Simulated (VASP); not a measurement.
# Cu in VASP: relaxation of the atoms with PBEsol

Aim: the relaxation of the atoms of Cu with PBEsol.

Everything below comes from runs of VASP 6.6.1. Logs are shortened: lines on timing, memory, paths and dates and some standing lists are left out, and cuts for length are marked.

### Step 1. The cell of the first run

The cell holds a slab with vacuum, 6 atoms: a = 2.520 Å, b = 2.520 Å, c = 25.287 Å, α = 90.00°, β = 90.00°, γ = 120.00°.

### Step 2. Relaxation of the atoms, PBEsol

The input, INCAR:

```
ALGO = Normal
DIPOL = 0.5 0.5 0.500
EDIFF = 1E-6
EDIFFG = -0.02
ENCUT = 520
GGA = PS
IBRION = 2
IDIPOL = 3
ISIF = 2
ISMEAR = 0
LASPH = T
LCHARG = F
LDIPOL = T
LREAL = F
LUSENCCL = F
LWAVE = F
NELM = 100
NSW = 80
PREC = Accurate
SIGMA = 0.1
```

The input, KPOINTS:

```
k-points
0
Gamma
  15 15 1
```

The input, POSCAR:

```
Cu
1.0
    2.5196845177      0.0000000000      0.0000000000
   -1.2598422588      2.1821108018      0.0000000000
    0.0000000000      0.0000000000     25.2865689685
Cu
6
Direct
    0.6666666667      0.3333333333      0.2966001441
    0.3333333333      0.6666666667      0.3779600865
    0.0000000000      0.0000000000      0.4593200288
    0.6666666667      0.3333333333      0.5406799712
    0.3333333333      0.6666666667      0.6220399135
    0.0000000000      0.0000000000      0.7033998559
```

Potentials or basis: VASP PAW PBE potentials, release 64 (Cu).

Started as:

```
cat potpaw_PBE.64/Cu/POTCAR > POTCAR
mpirun -np 1 vasp_std > vasp.out
```

OUTCAR:

```text
EDIFF = 1E-6
   EDIFFG = -0.02
   ENCUT = 520
   GGA = PS
   IBRION = 2
   ISIF = 2
   ISMEAR = 0
   LASPH = T
   LREAL = F
   NELM = 100
   NSW = 80
   PREC = Accurate

 ion  position               nearest neighbor table
   1  0.667  0.333  0.297-   2 2.52   2 2.52   2 2.52
   2  0.333  0.667  0.378-   3 2.52   3 2.52   3 2.52   1 2.52   1 2.52   1 2.52
   3  0.000  0.000  0.459-   2 2.52   2 2.52   2 2.52   4 2.52   4 2.52   4 2.52
   4  0.667  0.333  0.541-   5 2.52   5 2.52   5 2.52   3 2.52   3 2.52   3 2.52
   5  0.333  0.667  0.622-   4 2.52   4 2.52   4 2.52   6 2.52   6 2.52   6 2.52
   6  0.000  0.000  0.703-   5 2.52   5 2.52   5 2.52

  LATTYP: Found a hexagonal cell.
 ALAT       =     2.5196845177
 C/A-ratio  =    10.0356091371

  Lattice vectors:

 A1 = (   2.5196845177,   0.0000000000,   0.0000000000)
 A2 = (  -1.2598422588,   2.1821108018,   0.0000000000)
 A3 = (   0.0000000000,   0.0000000000,  25.2865689685)

Analysis of symmetry for initial positions (statically):
=====================================================================
 Subroutine PRICEL returns:
 Original cell was already a primitive cell.

 Routine SETGRP: Setting up the symmetry group for a
 hexagonal supercell.

 Subroutine GETGRP returns: Found 12 space group operations
 (whereof  6 operations were pure point group operations)
 out of a pool of 24 trial point group operations.

The static configuration has the point symmetry C_3v.
 The point group associated with its full space group is D_3d.

Analysis of symmetry for dynamics (positions and initial velocities):
=====================================================================
 Subroutine PRICEL returns:
 Original cell was already a primitive cell.

 Routine SETGRP: Setting up the symmetry group for a
 hexagonal supercell.

 Subroutine GETGRP returns: Found 12 space group operations
 (whereof  6 operations were pure point group operations)
 out of a pool of 24 trial point group operations.

The dynamic configuration has the point symmetry C_3v.
 The point group associated with its full space group is D_3d.

 Subroutine INISYM returns: Found 12 space group operations
 (whereof  6 operations are pure point group operations),
 and found     1 'primitive' translations

----------------------------------------------------------------------------------------

                                     Primitive cell

  volume of cell :     139.0314

  direct lattice vectors                    reciprocal lattice vectors
     2.519684518  0.000000000  0.000000000     0.396875082  0.229135936 -0.000000000
    -1.259842259  2.182110802  0.000000000     0.000000000  0.458271871  0.000000000
     0.000000000  0.000000000 25.286568968     0.000000000 -0.000000000  0.039546686

  length of vectors
     2.519684518  2.519684518 25.286568968     0.458271871  0.458271871  0.039546686

  position of ions in fractional coordinates (direct lattice)
     0.666666667  0.333333333  0.296600144
     0.333333333  0.666666667  0.377960087
     0.000000000  0.000000000  0.459320029
     0.666666667  0.333333333  0.540679971
     0.333333333  0.666666667  0.622039913
     0.000000000  0.000000000  0.703399856

  ion indices of the primitive-cell ions
   primitive index   ion index
                 1           1
                 2           2
                 3           3
                 4           4
                 5           5
                 6           6

----------------------------------------------------------------------------------------

 KPOINTS: k-points

Automatic generation of k-mesh.
 Grid dimensions read from file:
 generate k-points for:   15   15    1

 Generating k-lattice:

  Cartesian coordinates                     Fractional coordinates (reciprocal lattice)
     0.026458339  0.015275729 -0.000000000     0.066666667  0.000000000  0.000000000
     0.000000000  0.030551458  0.000000000     0.000000000  0.066666667  0.000000000
     0.000000000 -0.000000000  0.039546686     0.000000000  0.000000000  1.000000000

  Length of vectors
     0.030551458  0.030551458  0.039546686

  Shift w.r.t. Gamma in fractional coordinates (k-lattice)
     0.000000000  0.000000000  0.000000000

 Subroutine IBZKPT returns following result:
 ===========================================

 Found     27 irreducible k-points:

 Following reciprocal coordinates:
            Coordinates               Weight
  0.000000  0.000000  0.000000      1.000000
  0.066667  0.000000  0.000000      6.000000
  0.133333  0.000000  0.000000      6.000000
  0.200000  0.000000  0.000000      6.000000
  0.266667  0.000000  0.000000      6.000000
  0.333333  0.000000  0.000000      6.000000
[... 16 lines left out ...]
  0.333333  0.200000  0.000000     12.000000
  0.400000  0.200000  0.000000      6.000000
 [... further k-points ...]
   k-points           NKPTS =     27   k-points in BZ     NKDIM =     27   number of bands    NBANDS=     39
   number of dos      NEDOS =    301   number of ions     NIONS =      6
   total plane-waves  NPLWV =  76800
   dimension x,y,z NGX =    20 NGY =   20 NGZ =  192
   dimension x,y,z NGXF=    40 NGYF=   40 NGZF=  384
   ions per type =               6
   NGX,Y,Z   is equivalent  to a cutoff of  13.20, 13.20, 12.62 a.u.
   NGXF,Y,Z  is equivalent  to a cutoff of  26.39, 26.39, 25.25 a.u.
 SYSTEM =  unknown system
   PREC   = accura    normal or accurate (medium, high low for compatibility)
   ISTART =      0    job   : 0-new  1-cont  2-samecut
   ICHARG =      2    charge: 1-file 2-atom 10-const
   ISPIN  =      1    spin polarized calculation?
   LNONCOLLINEAR =      F non collinear calculations
   LSORBIT =      F    spin-orbit coupling
   LASPH  =      T    aspherical Exc in radial PAW
   ENCUT  =  520.0 eV  38.22 Ry    6.18 a.u.   4.68  4.68 47.02*2*pi/ulx,y,z
   NELM   =    100;   NELMIN=  2; NELMDL= -5     # of ELM steps
   EDIFF  = 0.1E-05   stopping-criterion for ELM
   LREAL  =      F    real-space projection
   EDIFFG = -.2E-01   stopping-criterion for IOM
   NSW    =     80    number of steps for IOM
   IBRION =      2    ionic relax: 0-MD 1-quasi-New 2-CG
   NFREE  =      1    steps in history (QN), initial steepest desc. (CG)
   ISIF   =      2    stress and relaxation
   ISYM   =      2    0-nonsym 1-usesym 2-fastsym
   POTIM  = 0.5000    time-step for ionic-motion
   TEBEG  =    0.0;   TEEND  =   0.0 temperature during run
   PSTRESS=    0.0 pullay stress
   NELECT =      66.0000    total number of electrons
   NUPDOWN=      -1.0000    fix difference up-down
   EMIN   =  10.00;   EMAX   =-10.00  energy-range for DOS
   EFERMI =   0.00;   METHOD = LEGACY
   ISMEAR =     0;   SIGMA  =   0.10  broadening in eV -4-tet -1-fermi 0-gaus
   EFERMI_NEDOS =   21; number of points for ismear=-14 and -15
   IALGO  =     38    algorithm
   IMIX   =      4    mixing-type and parameters
     AMIX     =   0.40;   BMIX     =  1.00
     AMIX_MAG =   1.60;   BMIX_MAG =  1.00
  volume/ion in A,a.u.               =      23.17       156.37
  Fermi-wavevector in a.u.,A,eV,Ry     =   1.277081  2.413334 22.190237  1.630936
  Thomas-Fermi vector in A             =   2.409701
   LORBIT       =      0    0 simple, 1 ext, 2 COOP (PROOUT), +10 PAW based schemes
   GGA     = PS    functional components
   LHFCALC =     F    Hartree Fock is set to
   AEXX    =    0.0000 exact exchange contribution
   IVDW    =     0    specifies the selected vdW correction
   LEPSILON=     F    determine dielectric tensor
   LRPA    =     F    only Hartree local field effects (RPA)
 conjugate gradient relaxation of ions
 non-spin polarized calculation
 Gauss-broadening in eV      SIGMA  =   0.10
  energy-cutoff  :      520.00
  volume of cell :      139.03
 maximum number of plane-waves:      3778
 NGX is ok and might be reduce to    20
   NGX =  9   NGY =  9   NGZ = 95

--------------------------------------- Ionic step        1  -------------------------------------------

 number of electron      66.0000013 magnetization

 Free energy of the ion-electron system (eV)
  ---------------------------------------------------
  ext. energy  EPLUGINS =         0.00000000
  ---------------------------------------------------
  free energy    TOTEN  =       -24.73302460 eV

  energy without entropy =      -24.71553916  energy(sigma->0) =      -24.72428188

------------------------ aborting loop because EDIFF is reached ----------------------------------------

  FORCE on cell =-STRESS in cart. coord.  units (eV):
  Direction    XX          YY          ZZ          XY          YZ          ZX
  --------------------------------------------------------------------------------------
  -------------------------------------------------------------------------------------
  Total       -1.2893599     -1.2893599     -0.0389797     -0.0000000      0.0000000      0.0000000
  in kB      -14.8583940    -14.8583940     -0.4491965     -0.0000000      0.0000000      0.0000000
  external PRESSURE =     -10.0553282 kB  Pullay stress =       0.0000000 kB
[... 65 lines left out ...]
  energy  without entropy=      -24.7162063607  energy(sigma->0) =      -24.72494502

--------------------------------------- Ionic step        3  -------------------------------------------

 number of electron      66.0000030 magnetization

 dipolmoment           0.000000      0.000000      0.000007 electrons x Angstroem

 Free energy of the ion-electron system (eV)
  ---------------------------------------------------
  ext. energy  EPLUGINS =         0.00000000
  ---------------------------------------------------
  free energy    TOTEN  =       -24.73401624 eV

  energy without entropy =      -24.71655288  energy(sigma->0) =      -24.72528456

 E-fermi :   1.3653     XC(G=0):  -7.1404

 val. band max:        1.3471736623   @ k =   0.3333   0.1333   0.0000
 cond. band min:       1.3672360493   @ k =   0.0667   0.0000   0.0000
 fundamental gap:      0.0200623870
 Fermi energy:         1.3653145245

 k-point     1 :       0.0000    0.0000    0.0000
  band No.  band energies     occupation
      1      -8.1186      2.00000
      2      -7.4541      2.00000
      3      -6.4127      2.00000
      4      -5.2044      2.00000
      5      -4.2626      2.00000
      6      -3.9772      2.00000
[... 997 lines left out ...]
     38       6.8661      0.00000
     39       7.7242      0.00000

 [... further k-points ...]

------------------------ aborting loop because EDIFF is reached ----------------------------------------

 vacuum level on the upper side and lower side of the slab       (xc-potential included)        -0.011        -0.012

  FORCE on cell =-STRESS in cart. coord.  units (eV):
  Direction    XX          YY          ZZ          XY          YZ          ZX
  --------------------------------------------------------------------------------------
  -------------------------------------------------------------------------------------
  Total       -1.2403257     -1.2403257      0.0335050     -0.0000000      0.0000000      0.0000000
  in kB      -14.2933313    -14.2933313      0.3861063     -0.0000000      0.0000000      0.0000000
  external PRESSURE =      -9.4001854 kB  Pullay stress =       0.0000000 kB

 VOLUME and BASIS-vectors are now :
 -----------------------------------------------------------------------------
  energy-cutoff  :      520.00
  volume of cell :      139.03
      direct lattice vectors                 reciprocal lattice vectors
     2.519684518  0.000000000  0.000000000     0.396875082  0.229135936 -0.000000000
    -1.259842259  2.182110802  0.000000000     0.000000000  0.458271871  0.000000000
     0.000000000  0.000000000 25.286568968     0.000000000 -0.000000000  0.039546686
[... 12 lines left out ...]
  FREE ENERGIE OF THE ION-ELECTRON SYSTEM (eV)
  ---------------------------------------------------
  free  energy   TOTEN  =       -24.7340162434 eV

  energy  without entropy=      -24.7165528811  energy(sigma->0) =      -24.72528456

 reached required accuracy - stopping structural energy minimisation

 vacuum level on the upper side and lower side of the slab         6.328         6.327
```

Run time: 5.3 min. Hardware: 1 × NVIDIA H100 80GB with 1 thread of Intel Xeon Platinum 8481C at 2.70GHz (Sapphire Rapids), shared host; peak memory 1.3 GiB.

What came out:

```
Free energy                  : -24.7340 eV
Energy gained by relaxing    : 0.2 meV/atom
Ionic steps                  : 3
Largest force after relaxing : 0.015 eV/Å
Band gap on the k mesh       : zero (bands 33 and 34 overlap by 5.08 eV)
```

Forces in eV/Å, atoms in the order of the input:
```
Cu   0.000  0.000  0.003
Cu   0.000  0.000 -0.015
Cu   0.000  0.000 -0.005
Cu   0.000  0.000  0.005
Cu   0.000  0.000  0.015
Cu   0.000  0.000 -0.003
```

The path:
```tsv
step	energy change (eV)	largest force (eV/Å)	pressure (GPa)
1	0.0000	0.0596	-1.01
2	-0.0007	0.0350	-0.99
3	-0.0010	0.0147	-0.94
```

Final structure:
```
CELL_PARAMETERS angstrom
2.51968 0.00000 0.00000
-1.25984 2.18211 0.00000
0.00000 0.00000 25.28657
ATOMIC_POSITIONS crystal
Cu 0.66667 0.33333 0.29678
Cu 0.33333 0.66667 0.37774
Cu 0.00000 0.00000 0.45908
Cu 0.66667 0.33333 0.54092
Cu 0.33333 0.66667 0.62226
Cu 0.00000 0.00000 0.70322
```

Levels at points of the mesh, in eV from the Fermi level:
```
           k point  band 31  band 32  band 33  band 34  band 35  band 36  band 37  band 38
(0.00, 0.00, 0.00)    -1.89    -1.65    -1.65    -1.61    -1.61    -0.88    -0.42     4.43
```

Caveat: the PAW data sets were made with another functional, which shifts forces and pressure a little.

The gap in the log of VASP goes by the Fermi energy; the results here count the filled bands.